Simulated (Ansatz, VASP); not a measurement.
# ZnS: VASP beside Ansatz

Contents of POSCAR:

```
ZnS
1.0
   -2.6945131931     -2.6945131931      0.0000000000
    2.6945131931     -2.6945131931      0.0000000000
    0.8083539579     -0.8083539579     10.7780527726
Zn S
4 4
Direct
    0.5000000000      0.4437500000      0.1875000000
    0.0000000000     -0.1312500000      0.4375000000
    0.5000000000      0.2937500000      0.6875000000
    0.0000000000     -0.2812500000      0.9375000000
    0.5000000000     -0.0937500000      0.3125000000
    0.0000000000      0.3312500000      0.5625000000
    0.5000000000     -0.2437500000      0.8125000000
    0.0000000000      0.4812500000      0.0625000000
```

File INCAR.step1:

```
PREC     = Accurate       # precision mode
ENCUT    = 520            # plane-wave cutoff, eV
ISMEAR   = 0              # smearing method
SIGMA    = 0.05           # smearing width, eV
LREAL    = False          # projectors in reciprocal space
LASPH    = True           # aspherical terms in the spheres
NELM     = 60             # most SCF steps
NBANDS   = 46             # bands
GGA      = PE             # functional
ALGO     = Normal         # electronic algorithm
EDIFF    = 1E-4           # SCF threshold, eV
LWAVE    = True           # write WAVECAR
LCHARG   = False          # write CHGCAR
```

The input INCAR.step2:

```
PREC     = Accurate       # precision mode
ENCUT    = 520            # plane-wave cutoff, eV
EDIFF    = 1E-7           # SCF threshold, eV
ISMEAR   = 0              # smearing method
SIGMA    = 0.05           # smearing width, eV
LREAL    = False          # projectors in reciprocal space
LASPH    = True           # aspherical terms in the spheres
NELM     = 60             # most SCF steps
ALGO     = Normal         # electronic algorithm
ISIF     = 2              # what is computed and relaxed
LWAVE    = False          # write WAVECAR
LCHARG   = False          # write CHGCAR
METAGGA  = R2SCAN         # meta-GGA
LMIXTAU  = True         
NBANDS   = 46             # bands
ISTART   = 1
```

KPOINTS

```
Automatic mesh
0
Gamma
  6 6 2
```

Input for Ansatz:

```yaml
crystal:
  lattice:
    - [-2.6945131931, -2.6945131931, 0.0]
    - [2.6945131931, -2.6945131931, 0.0]
    - [0.8083539579, -0.8083539579, 10.7780527726]
  atoms:
    - { symbol: Zn, position: [0.5, 0.44375, 0.1875] }
    - { symbol: Zn, position: [0.0, -0.13125, 0.4375] }
    - { symbol: Zn, position: [0.5, 0.29375, 0.6875] }
    - { symbol: Zn, position: [0.0, -0.28125, 0.9375] }
    - { symbol: S, position: [0.5, -0.09375, 0.3125] }
    - { symbol: S, position: [0.0, 0.33125, 0.5625] }
    - { symbol: S, position: [0.5, -0.24375, 0.8125] }
    - { symbol: S, position: [0.0, 0.48125, 0.0625] }
basis:
  ecutwfc: 500
kpoints:
  mp_grid: { grid: [6, 6, 2] }
hamiltonian:
  xc: r2scan
scf:
  occupations: { method: gaussian, width: 0.05 }
output:
  forces: true
  stress: true
  eigenvalues: true
```

Alike in both runs: task single point; functional r2SCAN; k mesh 6 × 6 × 2; occupations gaussian, width 0.05 eV; no spin polarisation.

```csv
,VASP,Ansatz
version,VASP 6.6.1,Ansatz 0.2.0
potentials or method,"VASP PAW PBE potentials, release 64 (Zn, S), cutoff 520 eV","scalar-relativistic, plane waves, PAW"
valence electrons in the cell,72,72
```

|  | VASP | Ansatz | Ansatz less VASP |
| --- | --- | --- | --- |
| gap on the k mesh at the Fermi level (eV) | 2.58 | 2.55 | -0.037 |
| least direct gap on the mesh (eV) | 2.58 | 2.55 | -0.037 |
| pressure (GPa) | 19.1 | 18.0 | -1.12 |
| traceless stress, the component that is largest in VASP (GPa) | 24.57 | 23.25 | -1.328 |
| rms of the force components (eV/Å) | 9.909 | 9.311 | -0.5981 |

VASP's potentials were made for PBE, not for r2SCAN. Atom by atom the forces differ by 0.599 eV/Å (rms over components).
